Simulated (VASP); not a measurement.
# AlIn3Sb2N2 (P6/mmm) in VASP: single point with PBE

Aim: the single point of AlIn3Sb2N2 with PBE.

All numbers are computed with VASP 6.6.1; they aren't measurements. Logs are shortened: lines on timing, memory, paths and dates and some standing lists are left out, and cuts for length are marked.

## Step 1: The cell of the first run

The structure is hexagonal, space group P6/mmm (No. 191). The conventional cell has a = 5.554 Å, b = 5.554 Å, c = 7.310 Å, α = 90.00°, β = 90.00°, γ = 120.00°. Within 2.3 Å of Al (site symmetry 6/mmm) lie 2 N at 1.70 Å. In (site symmetry -6m2) has 6 In at 3.21 Å and 2 Sb at 3.66 Å and 6 N at 3.75 Å within 4.2 Å. In (site symmetry 6/mmm) has 2 N at 1.95 Å within 2.6 Å. Sb (site symmetry -6m2) has 3 Sb at 3.21 Å and 3 Al at 3.21 Å and 6 N at 3.63 Å and 2 In at 3.66 Å within 4.2 Å. Within 2.3 Å of N (site symmetry 6mm) lie 1 Al at 1.70 Å and 1 In at 1.95 Å.

## Step 2: Single point, PBE

INCAR

```
SYSTEM = AlIn3Sb2N2
ALGO = Normal
EDIFF = 1E-6
ENCUT = 520
GGA = PE
ISIF = 2
ISMEAR = 0
LASPH = .True.
LCHARG = .False.
LREAL = .False.
LWAVE = .False.
NBANDS = 41
NELM = 100
PREC = Accurate
SIGMA = 0.15
```

KPOINTS

```
k-points
0
Gamma
  3 3 2
  0 0 0
```

POSCAR

```
AlIn3Sb2N2
1.0
    5.5540170901      0.0000000034      0.0000000000
   -2.7770085480      4.8099198914      0.0000000000
    0.0000000000      0.0000000000      7.3100901100
Al In Sb N
1 3 2 2
Direct
    0.0000000000      0.0000000000      0.0000000000
    0.3333333333      0.6666666667      0.5000000000
    0.6666666667      0.3333333333      0.5000000000
    0.0000000000      0.0000000000      0.5000000000
    0.3333333333      0.6666666667      0.0000000000
    0.6666666667      0.3333333333      0.0000000000
    0.0000000000      0.0000000000      0.2328164655
    0.0000000000      0.0000000000      0.7671835345
```

Potentials or basis: VASP PAW PBE potentials, release 64 (Al, In_d, Sb, N).

Started as:

```bash
cat potpaw_PBE.64/Al/POTCAR potpaw_PBE.64/In_d/POTCAR potpaw_PBE.64/Sb/POTCAR potpaw_PBE.64/N/POTCAR > POTCAR
mpirun -np 1 vasp_std > vasp.out
```

OUTCAR:

```text
SYSTEM = AlIn3Sb2N2
   EDIFF = 1E-6
   ENCUT = 520
   GGA = PE
   ISIF = 2
   ISMEAR = 0
   LASPH = .True.
   LREAL = .False.
   NELM = 100
   PREC = Accurate

 ion  position               nearest neighbor table
   1  0.000  0.000  0.000-   7 1.70   8 1.70   5 3.21   6 3.21   6 3.21   5 3.21   6 3.21   5 3.21
                             4 3.66   4 3.66
   2  0.333  0.667  0.500-   3 3.21   4 3.21   3 3.21   4 3.21   4 3.21   3 3.21   5 3.66   5 3.66

   3  0.667  0.333  0.500-   2 3.21   4 3.21   2 3.21   4 3.21   4 3.21   2 3.21   6 3.66   6 3.66

   4  0.000  0.000  0.500-   7 1.95   8 1.95   2 3.21   3 3.21   3 3.21   2 3.21   3 3.21   2 3.21
                             1 3.66   1 3.66
   5  0.333  0.667  0.000-   6 3.21   1 3.21   6 3.21   1 3.21   1 3.21   6 3.21   2 3.66   2 3.66

   6  0.667  0.333  0.000-   5 3.21   1 3.21   5 3.21   1 3.21   1 3.21   5 3.21   3 3.66   3 3.66

   7  0.000  0.000  0.233-   1 1.70   4 1.95
   8  0.000  0.000  0.767-   1 1.70   4 1.95

  LATTYP: Found a hexagonal cell.
 ALAT       =     5.5540170901
 C/A-ratio  =     1.3161807015

  Lattice vectors:

 A1 = (   5.5540170901,   0.0000000034,   0.0000000000)
 A2 = (  -2.7770085480,   4.8099198914,   0.0000000000)
 A3 = (   0.0000000000,   0.0000000000,   7.3100901100)

Analysis of symmetry for initial positions (statically):
=====================================================================
 Subroutine PRICEL returns:
 Original cell was already a primitive cell.

 Routine SETGRP: Setting up the symmetry group for a
 hexagonal supercell.

 Subroutine GETGRP returns: Found 24 space group operations
 (whereof 24 operations were pure point group operations)
 out of a pool of 24 trial point group operations.

The static configuration has the point symmetry D_6h.

Analysis of symmetry for dynamics (positions and initial velocities):
=====================================================================
 Subroutine PRICEL returns:
 Original cell was already a primitive cell.

 Routine SETGRP: Setting up the symmetry group for a
 hexagonal supercell.

 Subroutine GETGRP returns: Found 24 space group operations
 (whereof 24 operations were pure point group operations)
 out of a pool of 24 trial point group operations.

The dynamic configuration has the point symmetry D_6h.

 Subroutine INISYM returns: Found 24 space group operations
 (whereof 24 operations are pure point group operations),
 and found     1 'primitive' translations

----------------------------------------------------------------------------------------

                                     Primitive cell

  volume of cell :     195.2845

  direct lattice vectors                    reciprocal lattice vectors
     5.554017090  0.000000003  0.000000000     0.180049860  0.103951835  0.000000000
    -2.777008548  4.809919891  0.000000000    -0.000000000  0.207903670  0.000000000
     0.000000000  0.000000000  7.310090110     0.000000000  0.000000000  0.136797219

  length of vectors
     5.554017090  5.554017090  7.310090110     0.207903670  0.207903670  0.136797219

  position of ions in fractional coordinates (direct lattice)
     0.000000000  0.000000000  0.000000000
     0.333333333  0.666666667  0.500000000
     0.666666667  0.333333333  0.500000000
     0.000000000  0.000000000  0.500000000
     0.333333333  0.666666667  0.000000000
     0.666666667  0.333333333  0.000000000
     0.000000000  0.000000000  0.232816466
     0.000000000  0.000000000  0.767183534

  ion indices of the primitive-cell ions
   primitive index   ion index
                 1           1
                 2           2
                 3           3
                 4           4
                 5           5
                 6           6
                 7           7
                 8           8

----------------------------------------------------------------------------------------

 KPOINTS: k-points

Automatic generation of k-mesh.
 Grid dimensions read from file:
 generate k-points for:    3    3    2

 Generating k-lattice:

  Cartesian coordinates                     Fractional coordinates (reciprocal lattice)
     0.060016620  0.034650612  0.000000000     0.333333333 -0.000000000  0.000000000
    -0.000000000  0.069301223  0.000000000     0.000000000  0.333333333  0.000000000
     0.000000000  0.000000000  0.068398610     0.000000000  0.000000000  0.500000000

  Length of vectors
     0.069301223  0.069301223  0.068398610

  Shift w.r.t. Gamma in fractional coordinates (k-lattice)
     0.000000000  0.000000000  0.000000000

 Subroutine IBZKPT returns following result:
 ===========================================

 Found      6 irreducible k-points:

 Following reciprocal coordinates:
            Coordinates               Weight
  0.000000  0.000000  0.000000      1.000000
  0.333333  0.000000  0.000000      6.000000
  0.333333  0.333333  0.000000      2.000000
  0.000000  0.000000  0.500000      1.000000
  0.333333  0.000000  0.500000      6.000000
  0.333333  0.333333  0.500000      2.000000
   k-points           NKPTS =      6   k-points in BZ     NKDIM =      6   number of bands    NBANDS=     41
   number of dos      NEDOS =    301   number of ions     NIONS =      8
   total plane-waves  NPLWV =  95256
   dimension x,y,z NGX =    42 NGY =   42 NGZ =   54
   dimension x,y,z NGXF=    84 NGYF=   84 NGZF=  108
   ions per type =               1   3   2   2
   NGX,Y,Z   is equivalent  to a cutoff of  12.57, 12.57, 12.28 a.u.
   NGXF,Y,Z  is equivalent  to a cutoff of  25.14, 25.14, 24.56 a.u.
 SYSTEM =  AlIn3Sb2N2
   PREC   = accura    normal or accurate (medium, high low for compatibility)
   ISTART =      0    job   : 0-new  1-cont  2-samecut
   ICHARG =      2    charge: 1-file 2-atom 10-const
   ISPIN  =      1    spin polarized calculation?
   LNONCOLLINEAR =      F non collinear calculations
   LSORBIT =      F    spin-orbit coupling
   LASPH  =      T    aspherical Exc in radial PAW
   ENCUT  =  520.0 eV  38.22 Ry    6.18 a.u.  10.33 10.33 13.59*2*pi/ulx,y,z
   NELM   =    100;   NELMIN=  2; NELMDL= -5     # of ELM steps
   EDIFF  = 0.1E-05   stopping-criterion for ELM
   LREAL  =      F    real-space projection
[... 7 lines left out ...]
   TEBEG  =    0.0;   TEEND  =   0.0 temperature during run
   PSTRESS=    0.0 pullay stress
   NELECT =      62.0000    total number of electrons
   NUPDOWN=      -1.0000    fix difference up-down
   EMIN   =  10.00;   EMAX   =-10.00  energy-range for DOS
   EFERMI =   0.00;   METHOD = LEGACY
   ISMEAR =     0;   SIGMA  =   0.15  broadening in eV -4-tet -1-fermi 0-gaus
   EFERMI_NEDOS =   21; number of points for ismear=-14 and -15
   IALGO  =     38    algorithm
   IMIX   =      4    mixing-type and parameters
     AMIX     =   0.40;   BMIX     =  1.00
     AMIX_MAG =   1.60;   BMIX_MAG =  1.00
  volume/ion in A,a.u.               =      24.41       164.73
  Fermi-wavevector in a.u.,A,eV,Ry     =   1.116819  2.110482 16.970339  1.247285
  Thomas-Fermi vector in A             =   2.253436
   LORBIT       =      0    0 simple, 1 ext, 2 COOP (PROOUT), +10 PAW based schemes
   GGA     = PE    functional components
   LHFCALC =     F    Hartree Fock is set to
   AEXX    =    0.0000 exact exchange contribution
   IVDW    =     0    specifies the selected vdW correction
   LEPSILON=     F    determine dielectric tensor
   LRPA    =     F    only Hartree local field effects (RPA)
 non-spin polarized calculation
 Gauss-broadening in eV      SIGMA  =   0.15
  energy-cutoff  :      520.00
  volume of cell :      195.28
 maximum number of plane-waves:      5289
 NGX is ok and might be reduce to    42
   NGX = 21   NGY = 21   NGZ = 27

 number of electron      61.9999966 magnetization

 Free energy of the ion-electron system (eV)
  ---------------------------------------------------
  ext. energy  EPLUGINS =         0.00000000
  ---------------------------------------------------
  free energy    TOTEN  =       -31.30344409 eV

  energy without entropy =      -31.22525241  energy(sigma->0) =      -31.26434825

 E-fermi :   5.2906     XC(G=0):  -9.4141

 val. band max:        5.2384636278   @ k =   0.3333   0.0000   0.5000
 cond. band min:       5.3869777938   @ k =   0.0000   0.0000   0.5000
 fundamental gap:      0.1485141660
 Fermi energy:         5.2905624798

 k-point     1 :       0.0000    0.0000    0.0000
  band No.  band energies     occupation
      1     -10.6161      2.00000
      2      -9.3365      2.00000
      3      -9.3345      2.00000
      4      -9.3345      2.00000
      5      -9.2427      2.00000
      6      -9.2427      2.00000
[... 33 lines left out ...]
     40      10.5473      0.00000
     41      10.6708      0.00000

 k-point     2 :       0.3333    0.0000    0.0000
  band No.  band energies     occupation
      1     -10.6101      2.00000
      2      -9.4661      2.00000
      3      -9.3705      2.00000
      4      -9.3342      2.00000
      5      -9.3056      2.00000
      6      -9.2789      2.00000
[... 33 lines left out ...]
     40      10.4773      0.00000
     41      10.5342      0.00000

 k-point     3 :       0.3333    0.3333    0.0000
  band No.  band energies     occupation
      1     -10.6073      2.00000
      2      -9.4871      2.00000
      3      -9.4871      2.00000
      4      -9.4109      2.00000
      5      -9.2643      2.00000
      6      -9.2215      2.00000
[... 33 lines left out ...]
     40       9.6888      0.00000
     41      10.5800      0.00000

 k-point     4 :       0.0000    0.0000    0.5000
  band No.  band energies     occupation
      1     -10.5576      2.00000
      2      -9.3351      2.00000
      3      -9.3345      2.00000
      4      -9.3345      2.00000
      5      -9.2428      2.00000
      6      -9.2428      2.00000
[... 33 lines left out ...]
     40       9.0821      0.00000
     41       9.5863      0.00000

 k-point     5 :       0.3333    0.0000    0.5000
  band No.  band energies     occupation
      1     -10.5551      2.00000
      2      -9.4659      2.00000
      3      -9.3705      2.00000
      4      -9.3342      2.00000
      5      -9.3046      2.00000
      6      -9.2791      2.00000
[... 33 lines left out ...]
     40      10.4592      0.00000
     41      10.9833      0.00000

 k-point     6 :       0.3333    0.3333    0.5000
  band No.  band energies     occupation
      1     -10.5541      2.00000
      2      -9.4870      2.00000
      3      -9.4870      2.00000
      4      -9.4097      2.00000
      5      -9.2665      2.00000
      6      -9.2217      2.00000
[... 33 lines left out ...]
     40       9.5349      0.00000
     41      11.4041      0.00000

------------------------ aborting loop because EDIFF is reached ----------------------------------------

  FORCE on cell =-STRESS in cart. coord.  units (eV):
  Direction    XX          YY          ZZ          XY          YZ          ZX
  --------------------------------------------------------------------------------------
  -------------------------------------------------------------------------------------
  Total        0.6101297      0.6101297     -0.1759766     -0.0000000      0.0000000     -0.0000000
  in kB        5.0057016      5.0057016     -1.4437687     -0.0000000      0.0000000     -0.0000000
  external PRESSURE =       2.8558781 kB  Pullay stress =       0.0000000 kB

 VOLUME and BASIS-vectors are now :
 -----------------------------------------------------------------------------
  energy-cutoff  :      520.00
  volume of cell :      195.28
      direct lattice vectors                 reciprocal lattice vectors
     5.554017090  0.000000003  0.000000000     0.180049860  0.103951835  0.000000000
    -2.777008548  4.809919891  0.000000000    -0.000000000  0.207903670  0.000000000
     0.000000000  0.000000000  7.310090110     0.000000000  0.000000000  0.136797219

 POSITION                                       TOTAL-FORCE (eV/Angst)
 -----------------------------------------------------------------------------------
      0.00000      0.00000      0.00000        -0.000000     -0.000000      0.000000
     -0.00000      3.20661      3.65505        -0.000000     -0.000000      0.000000
      2.77701      1.60331      3.65505         0.000000      0.000000      0.000000
      0.00000      0.00000      3.65505        -0.000000     -0.000000      0.000000
     -0.00000      3.20661      0.00000         0.000000     -0.000000      0.000000
      2.77701      1.60331      0.00000        -0.000000     -0.000000      0.000000
      0.00000      0.00000      1.70191         0.000000      0.000000      0.056107
      0.00000      0.00000      5.60818        -0.000000     -0.000000     -0.056107
 -----------------------------------------------------------------------------------
    total drift:                                0.000000      0.000000      0.000000

  FREE ENERGIE OF THE ION-ELECTRON SYSTEM (eV)
  ---------------------------------------------------
  free  energy   TOTEN  =       -31.3034440920 eV

  energy  without entropy=      -31.2252524076  energy(sigma->0) =      -31.26434825
```

It took 36 s on 1 thread of Intel Xeon 6975P-C (Granite Rapids), shared host; peak memory 0.31 GiB.

What came out:

| Quantity | Value |
| --- | --- |
| Free energy | -31.3034 eV |
| Pressure | 0.3 GPa |
| Largest force | 0.056 eV/Å |
| Band gap on the k mesh | zero (band 31 reaches 5.45 eV, above the bottom of band 32 at 5.22 eV) |

Forces on the atoms (eV/Å):
```
Al   0.000  0.000  0.000
In   0.000  0.000  0.000
In   0.000  0.000  0.000
In   0.000  0.000  0.000
Sb   0.000  0.000  0.000
Sb   0.000  0.000  0.000
N    0.000  0.000  0.056
N    0.000  0.000 -0.056
```

Levels at points of the mesh, in eV from the Fermi level:
| k point | band 29 | band 30 | band 31 | band 32 | band 33 | band 34 |
| --- | --- | --- | --- | --- | --- | --- |
| (0.00, 0.00, 0.00) | -1.20 | -1.20 | 0.16 | 0.16 | 0.30 | 0.30 |
| (0.00, 0.00, 0.50) | -1.92 | -0.91 | 0.10 | 0.10 | 0.53 | 1.42 |

Caveat: the k points lie up to 0.44 Å⁻¹ apart; spin-orbit coupling is left out, which moves the levels of the heavy elements.
